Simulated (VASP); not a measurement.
A run of VASP 6.6.1:

The input INCAR:

```
PREC = Accurate
ENCUT = 690
EDIFF = 1E-6
ISMEAR = -1
SIGMA = 0.05
LREAL = F
LASPH = T
NELM = 200
ALGO = Normal
ISIF = 2
LWAVE = F
LCHARG = T
ISPIN = 2
MAGMOM = 0 0
LORBIT = 11
NUPDOWN = 0.0
LMAXMIX = 4
GGA = PE
LELF = T
LVHAR = T
NBANDS = 28
GGA_COMPAT = F
```

Contents of KPOINTS:

```
regular mesh
0
Gamma
  10 10 6
```

File POSCAR:

```
Co
1.0
    2.4873648738      0.0000000000      0.0000000000
   -1.2436824369      2.1541211692      0.0000000000
    0.0000000000      0.0000000000      4.0632895034
Co
2
Direct
    0.3333333333      0.6666666667      0.7401390000
    0.6666666667      0.3333333333      0.2598610000
```

Potentials or basis: VASP PAW PBE potentials, release 64 (Co_sv).

Run with:

```console
$ cat potpaw_PBE.64/Co_sv/POTCAR > POTCAR
$ mpirun -np 1 vasp_std > vasp.out
```

Hardware: 1 thread of Intel(R) Xeon(R) Platinum 8259CL CPU @ 2.50GHz (Skylake/Cascade Lake) (shared host).

Estimate the wall time of this run.

Run time: 90 s on 1 thread of Intel(R) Xeon(R) Platinum 8259CL CPU @ 2.50GHz (Skylake/Cascade Lake), on a shared host, peak memory 0.22 GiB. Counts: scf iterations 13, k points 72.
